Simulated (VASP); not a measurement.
Si:

```
Si
1.0
     0.00000    2.72212    2.72212
     2.72212    0.00000    2.72212
     2.72212    2.72212    0.00000
Si
2
Direct
  0.00000 0.00000 0.00000
  0.25000 0.25000 0.25000
```

Base run:

```yaml
Program: VASP 6.6.1
Functional: PBE0
Potentials_or_basis: VASP PAW PBE potentials, release 64 (Si)
Cutoff: 520 eV
k_mesh: 6 × 6 × 6
Occupations: gaussian, width 0.01 eV
Spin: no spin polarisation
```

Its results: band gap on the k mesh 1.99 eV, indirect (least direct gap 4.01 eV); pressure -0.7 GPa.

The run is repeated on the same cell with these changes: functional from PBE0 to r2SCAN. What comes out?

Band gap on the k mesh 0.93 eV, indirect (least direct gap 2.75 eV); pressure -0.2 GPa.

PBE0 gives the wider gap, since exact exchange removes part of the self-interaction.

Caveats: the PAW data sets were made with another functional, which shifts forces and pressure a little.

A k mesh can miss the band edges.
